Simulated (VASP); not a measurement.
# Rb (Pm-3m) in VASP: further runs, part 2 of 2

VASP 6.6.1.

### 3 Single point, PBE

This run uses another cell than the first one, of 18.39 Å³/atom.

The input, INCAR:

```
SYSTEM = Rb
  ALGO = Normal
  EDIFF = 1E-6
  ENCUT = 520
  GGA = PE
  ISIF = 2
  ISMEAR = -1
  LASPH = .True.
  LCHARG = .False.
  LREAL = .False.
  LWAVE = .False.
  NBANDS = 10
  NELM = 60
  PREC = Accurate
  SIGMA = 0.1
```

The input, KPOINTS:

```
k-points
0
Gamma
  5 5 5
  0 0 0
```

The input, POSCAR:

```
Rb
1.0
    2.6395096564      0.0000000000      0.0000000000
    0.0000000000      2.6395096564      0.0000000000
    0.0000000000      0.0000000000      2.6395096564
Rb
1
Direct
    0.0000000000      0.0000000000      0.0000000000
```

Potentials or basis: VASP PAW PBE potentials, release 64 (Rb_sv).

On the command line:

```
$ cat potpaw_PBE.64/Rb_sv/POTCAR > POTCAR
$ mpirun -np 1 vasp_std > vasp.out
```

OUTCAR:

```text
SYSTEM = Rb
   EDIFF = 1E-6
   ENCUT = 520
   GGA = PE
   ISIF = 2
   ISMEAR = -1
   LASPH = .True.
   LREAL = .False.
   NELM = 60
   PREC = Accurate

 ion  position               nearest neighbor table
   1  0.000  0.000  0.000-

  LATTYP: Found a simple cubic cell.
 ALAT       =     2.6395096564

  Lattice vectors:

 A1 = (   2.6395096564,   0.0000000000,   0.0000000000)
 A2 = (   0.0000000000,   2.6395096564,   0.0000000000)
 A3 = (   0.0000000000,   0.0000000000,   2.6395096564)

Analysis of symmetry for initial positions (statically):
=====================================================================
 Subroutine PRICEL returns:
 Original cell was already a primitive cell.

 Routine SETGRP: Setting up the symmetry group for a
 simple cubic supercell.

 Subroutine GETGRP returns: Found 48 space group operations
 (whereof 48 operations were pure point group operations)
 out of a pool of 48 trial point group operations.

The static configuration has the point symmetry O_h .

Analysis of symmetry for dynamics (positions and initial velocities):
=====================================================================
 Subroutine PRICEL returns:
 Original cell was already a primitive cell.

 Routine SETGRP: Setting up the symmetry group for a
 simple cubic supercell.

 Subroutine GETGRP returns: Found 48 space group operations
 (whereof 48 operations were pure point group operations)
 out of a pool of 48 trial point group operations.

The dynamic configuration has the point symmetry O_h .

 Subroutine INISYM returns: Found 48 space group operations
 (whereof 48 operations are pure point group operations),
 and found     1 'primitive' translations

[... 94 lines left out ...]
   IALGO  =     38    algorithm
   IMIX   =      4    mixing-type and parameters
     AMIX     =   0.40;   BMIX     =  1.00
     AMIX_MAG =   1.60;   BMIX_MAG =  1.00
  volume/ion in A,a.u.               =      18.39       124.10
  Fermi-wavevector in a.u.,A,eV,Ry     =   1.290127  2.437986 22.645908  1.664427
  Thomas-Fermi vector in A             =   2.421977
   LORBIT       =      0    0 simple, 1 ext, 2 COOP (PROOUT), +10 PAW based schemes
   GGA     = PE    functional components
   LHFCALC =     F    Hartree Fock is set to
   AEXX    =    0.0000 exact exchange contribution
   IVDW    =     0    specifies the selected vdW correction
   LEPSILON=     F    determine dielectric tensor
   LRPA    =     F    only Hartree local field effects (RPA)
 non-spin polarized calculation
  energy-cutoff  :      520.00
  volume of cell :       18.39
 maximum number of plane-waves:       504
 NGX is ok and might be reduce to    20
   NGX =  9   NGY =  9   NGZ =  9

 number of electron       9.0000000 magnetization

 Free energy of the ion-electron system (eV)
  ---------------------------------------------------
  ext. energy  EPLUGINS =         0.00000000
  ---------------------------------------------------
  free energy    TOTEN  =         2.86433690 eV

  energy without entropy =        2.88527907  energy(sigma->0) =        2.87480798

 E-fermi :   7.6195     XC(G=0): -11.2869

 val. band max:        7.5083301908   @ k =   0.4000   0.4000   0.4000
 cond. band min:       7.9687796450   @ k =   0.0000   0.0000   0.0000
 fundamental gap:      0.4604494542
 Fermi energy:         7.6194658126

 k-point     1 :       0.0000    0.0000    0.0000
  band No.  band energies     occupation
      1     -24.4494      2.00000
      2      -4.2251      2.00000
      3      -4.2251      2.00000
      4      -4.2251      2.00000
      5       6.2646      2.00000
      6       7.9688      0.05902
      7       7.9688      0.05902
      8      22.3191      0.00000
      9      22.3191      0.00000
     10      22.3191      0.00000
[... 105 lines left out ...]
 k-point    10 :       0.4000    0.4000    0.4000
  band No.  band energies     occupation
      1     -20.9649      2.00000
      2      -7.9964      2.00000
      3      -7.9633      2.00000
      4      -7.9633      2.00000
      5       6.5415      1.99996
      6       7.5083      1.50476
      7       7.5083      1.50476
      8      15.3290      0.00000
      9      24.0947      0.00000
     10      24.0947      0.00000

------------------------ aborting loop because EDIFF is reached ----------------------------------------

  FORCE on cell =-STRESS in cart. coord.  units (eV):
  Direction    XX          YY          ZZ          XY          YZ          ZX
  --------------------------------------------------------------------------------------
  -------------------------------------------------------------------------------------
  Total        7.1396918      7.1396918      7.1396918      0.0000000      0.0000000     -0.0000000
  in kB      622.0428241    622.0428241    622.0428241      0.0000000      0.0000000     -0.0000000
  external PRESSURE =     622.0428241 kB  Pullay stress =       0.0000000 kB

 VOLUME and BASIS-vectors are now :
 -----------------------------------------------------------------------------
  energy-cutoff  :      520.00
  volume of cell :       18.39
      direct lattice vectors                 reciprocal lattice vectors
     2.639509656  0.000000000  0.000000000     0.378858246  0.000000000  0.000000000
     0.000000000  2.639509656  0.000000000     0.000000000  0.378858246  0.000000000
     0.000000000  0.000000000  2.639509656     0.000000000  0.000000000  0.378858246

 POSITION                                       TOTAL-FORCE (eV/Angst)
 -----------------------------------------------------------------------------------
      0.00000      0.00000      0.00000         0.000000      0.000000      0.000000
 -----------------------------------------------------------------------------------
    total drift:                               -0.000000      0.000000      0.000000

  FREE ENERGIE OF THE ION-ELECTRON SYSTEM (eV)
  ---------------------------------------------------
  free  energy   TOTEN  =         2.8643368959 eV

  energy  without entropy=        2.8852790663  energy(sigma->0) =        2.87480798
```

stdout:

```text
POSCAR found type information on POSCAR Rb
 POSCAR found :  1 types and       1 ions
 scaLAPACK will be used
 LDA part: xc-table for (Slater+PW92), standard interpolation
 POSCAR, INCAR and KPOINTS ok, starting setup
 FFT: planning ... GRIDC
 FFT: planning ... GRID_SOFT
 FFT: planning ... GRID
 WAVECAR not read
 entering main loop
```

It took 9.1 s on 1 thread of Intel Xeon 8259CL, shared host; peak memory 0.12 GiB.

What came out:

| Property | Result |
| --- | --- |
| Free energy | 2.8643 eV |
| Pressure | 62.2 GPa |
| Band gap on the k mesh | zero (an odd number of electrons rules out a gap without spin polarisation) |

Caveat: the k points lie up to 0.48 Å⁻¹ apart, too coarse for converged energies and pressures of a metal.

The gap in the log of VASP goes by the Fermi energy; the results here count the filled bands.